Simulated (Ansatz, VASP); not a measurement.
**SrO: VASP beside Ansatz**

File INCAR:

```
SYSTEM = SrO
PREC = Accurate
ENCUT = 520
EDIFF = 1E-8
ISMEAR = -1
SIGMA = 0.02
LREAL = .FALSE.
LASPH = .TRUE.
NELM = 60
ALGO = Normal
ISIF = 2
LWAVE = .FALSE.
LCHARG = .FALSE.
GGA = PE
LEFG = .TRUE.
NBANDS = 15
```

File KPOINTS:

```
Automatic mesh
0
G
  8 8 8
  0 0 0
```

File POSCAR:

```
SrO
1.0
    0.0000000000      2.5698000000      2.5698000000
    2.5698000000      0.0000000000      2.5698000000
    2.5698000000      2.5698000000      0.0000000000
Sr O
1 1
Direct
    0.0000000000      0.0000000000      0.0000000000
    0.5000000000      0.5000000000      0.5000000000
```

Input for Ansatz:

```yaml
crystal:
  lattice:
    - [0.0, 2.5698, 2.5698]
    - [2.5698, 0.0, 2.5698]
    - [2.5698, 2.5698, 0.0]
  atoms:
    - { symbol: Sr, position: [0.0, 0.0, 0.0] }
    - { symbol: O, position: [0.5, 0.5, 0.5] }
kpoints:
  mp_grid: { grid: [8, 8, 8] }
  band_path:
    path:
      - [0.0, 0.0, 0.0]
      - [0.5, 0.0, 0.5]
      - [0.625, 0.25, 0.625]
      - [0.375, 0.375, 0.75]
      - [0.0, 0.0, 0.0]
      - [0.5, 0.5, 0.5]
      - [0.5, 0.25, 0.75]
      - [0.5, 0.0, 0.5]
    npoints: 8
scf:
  occupations: { method: fermi_dirac, width: 0.02 }
hamiltonian:
  xc: pbe
  pseudopotentials: { kind: paw }
output:
  forces: true
  stress: true
  eigenvalues: true
  efg: { contact_densities: true }
  populations: true
  bader: true
  dos: { projected: true, de: 0.2, e_range: [-14, 8] }
  write_density: true
  write_potential: true
  elf: true
  volumetric_format: npy
```

Alike in both runs: task electric field gradients; functional PBE; k mesh 8 × 8 × 8; occupations fermi-dirac, width 0.02 eV; no spin polarisation.

|  | VASP | Ansatz |
| --- | --- | --- |
| version | VASP 6.6.1 | Ansatz 0.2.0 |
| potentials or method | VASP PAW PBE potentials, release 64 (Sr_sv, O) | PAW with Ansatz's default frozen-core files, scalar-relativistic |
| plane-wave cutoff (eV) | 520 | 420 |
| valence electrons in the cell | 16 | 16 |

|  | VASP | Ansatz | Ansatz less VASP |
| --- | --- | --- | --- |
| gap on the k mesh at the Fermi level (eV) | 3.26 | 3.31 | +0.049 |
| pressure (GPa) | 3.5 | 2.9 | -0.59 |
